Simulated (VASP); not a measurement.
# Sr (Fm-3m) in VASP: further runs, part 2 of 2

VASP 6.6.1. The steps go on from the part before.

**3. Single point, HSE06**

Input file POSCAR:

```
Sr
1.0
    0.0000000000      2.9274923669      2.9274923669
    2.9274923669      0.0000000000      2.9274923669
    2.9274923669      2.9274923669      0.0000000000
Sr
1
Direct
    0.0000000000      0.0000000000      0.0000000000
```

Input file INCAR.step1:

```
ALGO     = Normal         # electronic algorithm
EDIFF    = 1E-5           # SCF threshold, eV
ENCUT    = 520            # plane-wave cutoff, eV
GGA      = PE             # functional
ISIF     = 2              # what is computed and relaxed
ISMEAR   = -1             # smearing method
LASPH    = True           # aspherical terms in the spheres
LREAL    = False          # projectors in reciprocal space
LWAVE    = True           # write WAVECAR
NBANDS   = 11             # bands
NELM     = 60             # most SCF steps
PREC     = Accurate       # precision mode
SIGMA    = 0.1            # smearing width, eV
```

Input file INCAR.step2:

```
ALGO     = Normal         # electronic algorithm
EDIFF    = 1E-6           # SCF threshold, eV
ENCUT    = 520            # plane-wave cutoff, eV
GGA      = PE             # functional
HFSCREEN = 0.2079         # screening, 1/A
ISIF     = 2              # what is computed and relaxed
ISMEAR   = -1             # smearing method
ISTART   = 1            
LASPH    = True           # aspherical terms in the spheres
LCHARG   = True           # write CHGCAR
LELF     = True           # ELF
LHFCALC  = True           # exact exchange
LREAL    = False          # projectors in reciprocal space
LVHAR    = True         
LWAVE    = False          # write WAVECAR
NBANDS   = 11             # bands
NELM     = 60             # most SCF steps
PREC     = Accurate       # precision mode
PRECFOCK = Normal       
SIGMA    = 0.1            # smearing width, eV
```

Input file KPOINTS:

```
k-points
0
Gamma
  6 6 6
```

Potentials or basis: VASP PAW PBE potentials, release 64 (Sr_sv).

Run with:

```sh
$ cat potpaw_PBE.64/Sr_sv/POTCAR > POTCAR
$ cp INCAR.step1 INCAR
$ mpirun -np 1 vasp_std > vasp.out
$ cp INCAR.step2 INCAR
$ mpirun -np 1 vasp_std > vasp.out
```

OUTCAR:

```text
EDIFF = 1E-6
   ENCUT = 520
   GGA = PE
   HFSCREEN = 0.2079
   ISIF = 2
   ISMEAR = -1
   ISTART = 1
   LASPH = True
   LHFCALC = True
   LREAL = False
   NELM = 60
   PREC = Accurate
   PRECFOCK = Normal

 ion  position               nearest neighbor table
   1  0.000  0.000  0.000-

  LATTYP: Found a face centered cubic cell.
 ALAT       =     5.8549847338

  Lattice vectors:

 A1 = (   0.0000000000,   2.9274923669,   2.9274923669)
 A2 = (   2.9274923669,   0.0000000000,   2.9274923669)
 A3 = (   2.9274923669,   2.9274923669,   0.0000000000)

Analysis of symmetry for initial positions (statically):
=====================================================================
 Subroutine PRICEL returns:
 Original cell was already a primitive cell.

 Routine SETGRP: Setting up the symmetry group for a
 face centered cubic supercell.

 Subroutine GETGRP returns: Found 48 space group operations
 (whereof 48 operations were pure point group operations)
 out of a pool of 48 trial point group operations.

The static configuration has the point symmetry O_h .

Analysis of symmetry for dynamics (positions and initial velocities):
=====================================================================
 Subroutine PRICEL returns:
 Original cell was already a primitive cell.

 Routine SETGRP: Setting up the symmetry group for a
 face centered cubic supercell.

 Subroutine GETGRP returns: Found 48 space group operations
 (whereof 48 operations were pure point group operations)
 out of a pool of 48 trial point group operations.

The dynamic configuration has the point symmetry O_h .

 Subroutine INISYM returns: Found 48 space group operations
 (whereof 48 operations are pure point group operations),
 and found     1 'primitive' translations
[... 111 lines left out ...]
   PRECFOCK=normal    Normal, Fast or Accurate (Low or Medium for compatibility)
   ENCUT4O =  -1.0   cutoff for four orbital integrals eV
   NKREDX  =     1    reduce k-point grid by
   NKREDY  =     1    reduce k-point grid by
   NKREDZ  =     1    reduce k-point grid by
   AEXX    =    0.2500 exact exchange contribution
   HFSCREEN=    0.2079 screening length (either q_TF or 0.3 A-1)
   HFSCREENC=   0.2079 screening length for correlation (either q_TF or 0.3 A-1)
   ENCUTFOCK=  -1.0 apply spherical cutoff to Coloumb kernel
   IVDW    =     0    specifies the selected vdW correction
   LEPSILON=     F    determine dielectric tensor
   LRPA    =     F    only Hartree local field effects (RPA)
 non-spin polarized calculation
  energy-cutoff  :      520.00
  volume of cell :       50.18
 maximum number of plane-waves:      1363
  NGX = 24; NGY = 24; NGZ = 24

 number of electron      10.0000000 magnetization

 Free energy of the ion-electron system (eV)
  ---------------------------------------------------
  ext. energy  EPLUGINS =         0.00000000
  ---------------------------------------------------
  free energy    TOTEN  =        -1.56853081 eV

  energy without entropy =       -1.52408784  energy(sigma->0) =       -1.54630933

 E-fermi :   2.0034     XC(G=0):  -6.4284

 val. band max:        2.0024780288   @ k =   0.5000   0.0000   0.0000
 cond. band min:       2.1223043245   @ k =  -0.3333   0.3333   0.1667
 fundamental gap:      0.1198262957
 Fermi energy:         2.0034462058

 k-point     1 :       0.0000    0.0000    0.0000
  band No.  band energies     occupation
      1     -37.4896      2.00000
      2     -18.0588      2.00000
      3     -18.0588      2.00000
      4     -18.0588      2.00000
      5      -2.5191      2.00000
      6       4.9898      0.00000
      7       4.9898      0.00000
      8       4.9898      0.00000
      9       6.7181      0.00000
     10       6.7181      0.00000
     11       9.8359      0.00000
[... 197 lines left out ...]
 k-point    16 :      -0.3333    0.5000    0.1667
  band No.  band energies     occupation
      1     -37.4592      2.00000
      2     -18.2837      2.00000
      3     -18.2015      2.00000
      4     -18.1644      2.00000
      5       1.7109      1.89816
      6       2.7280      0.00143
      7       3.0748      0.00004
      8       5.3888      0.00000
      9       8.3436      0.00000
     10       8.4300      0.00000
     11       8.5393      0.00000

------------------------ aborting loop because EDIFF is reached ----------------------------------------

  FORCE on cell =-STRESS in cart. coord.  units (eV):
  Direction    XX          YY          ZZ          XY          YZ          ZX
  --------------------------------------------------------------------------------------
  -------------------------------------------------------------------------------------
  Total        0.5860691      0.5860691      0.5860691      0.0000000      0.0000000      0.0000000
  in kB       18.7129443     18.7129443     18.7129443      0.0000000      0.0000000      0.0000000
  external PRESSURE =      18.7129443 kB  Pullay stress =       0.0000000 kB

 VOLUME and BASIS-vectors are now :
 -----------------------------------------------------------------------------
  energy-cutoff  :      520.00
  volume of cell :       50.18
      direct lattice vectors                 reciprocal lattice vectors
     0.000000000  2.927492367  2.927492367    -0.170794638  0.170794638  0.170794638
     2.927492367  0.000000000  2.927492367     0.170794638 -0.170794638  0.170794638
     2.927492367  2.927492367  0.000000000     0.170794638  0.170794638 -0.170794638

 POSITION                                       TOTAL-FORCE (eV/Angst)
 -----------------------------------------------------------------------------------
      0.00000      0.00000      0.00000         0.000000      0.000000      0.000000
 -----------------------------------------------------------------------------------
    total drift:                               -0.000000     -0.000000     -0.000000

  FREE ENERGIE OF THE ION-ELECTRON SYSTEM (eV)
  ---------------------------------------------------
  free  energy   TOTEN  =        -1.5685308128 eV

  energy  without entropy=       -1.5240878433  energy(sigma->0) =       -1.54630933
```

OUTCAR.step1:

```text
EDIFF = 1E-5
   ENCUT = 520
   GGA = PE
   ISIF = 2
   ISMEAR = -1
   LASPH = True
[... 427 lines left out ...]

 POSITION                                       TOTAL-FORCE (eV/Angst)
 -----------------------------------------------------------------------------------
      0.00000      0.00000      0.00000         0.000000      0.000000      0.000000
 -----------------------------------------------------------------------------------
    total drift:                                0.000000      0.000000     -0.000000

  FREE ENERGIE OF THE ION-ELECTRON SYSTEM (eV)
  ---------------------------------------------------
  free  energy   TOTEN  =        -1.6268917359 eV

  energy  without entropy=       -1.5721118317  energy(sigma->0) =       -1.59950178
```

Run time: 21 min. Hardware: 1 thread of AMD EPYC 7R13 (Zen 3), shared host; peak memory 0.26 GiB.

Results:

```
Free energy : -1.5685 eV
Pressure    : 1.9 GPa
```

Caveat: the PAW data sets were made with another functional, which shifts forces and pressure a little.

**4. Single point, HSE06**

This run uses another cell than the first one, of 56.72 Å³/atom.

Input file POSCAR:

```
Sr
1.0
    0.0000000000      3.0496098055      3.0496098055
    3.0496098055      0.0000000000      3.0496098055
    3.0496098055      3.0496098055      0.0000000000
Sr
1
Direct
    0.0000000000      0.0000000000      0.0000000000
```

Input file INCAR.step1:

```
SYSTEM = Sr
  PREC = Accurate
  ENCUT = 520
  EDIFF = 1E-5
  ISMEAR = -1
  SIGMA = 0.1
  LREAL = .FALSE.
  LASPH = .TRUE.
  NELM = 100
  ALGO = Normal
  ISIF = 2
  LWAVE = .TRUE.
  GGA = PE
  NBANDS = 11
```

Input file INCAR.step2:

```
SYSTEM = Sr
  PREC = Accurate
  ENCUT = 520
  EDIFF = 1E-6
  ISMEAR = -1
  SIGMA = 0.1
  LREAL = .FALSE.
  LASPH = .TRUE.
  NELM = 100
  ALGO = Normal
  ISIF = 2
  LWAVE = .FALSE.
  LCHARG = .TRUE.
  GGA = PE
  LHFCALC = .TRUE.
  HFSCREEN = 0.2079
  PRECFOCK = Normal
  LELF = .TRUE.
  LVHAR = .TRUE.
  ISTART = 1
  NBANDS = 11
```

Input file KPOINTS:

```
Automatic mesh
0
G
  6 6 6
  0 0 0
```

Run with:

```sh
$ cat potpaw_PBE.64/Sr_sv/POTCAR > POTCAR
$ cp INCAR.step1 INCAR
$ mpirun -np 1 vasp_std > vasp.out
$ cp INCAR.step2 INCAR
$ mpirun -np 1 vasp_std > vasp.out
```

It took 59 min on 1 thread of Intel Xeon 8259CL, shared host; peak memory 0.3 GiB.

It converged, with:

| Quantity | Value |
| --- | --- |
| Free energy | -1.6062 eV |
| Pressure | 0.1 GPa |
| Band gap on the k mesh | zero (bands 5 and 6 overlap by 0.12 eV) |

Levels at points of the mesh, in eV from the Fermi level:
```csv
k point,band 1,band 2,band 3,band 4,band 5,band 6,band 7,band 8,band 9,band 10
"(0.00, 0.00, 0.00)",-39.70,-20.29,-20.29,-20.29,-4.28,2.87,2.87,2.87,4.40,4.40
"(0.50, 0.00, 0.00)",-39.68,-20.48,-20.32,-20.32,-1.15,-0.14,2.67,2.67,5.48,5.48
"(0.50, 0.50, 0.00)",-39.68,-20.47,-20.36,-20.36,-0.64,0.72,1.02,5.49,5.53,5.58
```

Caveat: the PAW data sets were made with another functional, which shifts forces and pressure a little.

The gap in the log of VASP goes by the Fermi energy; the results here count the filled bands.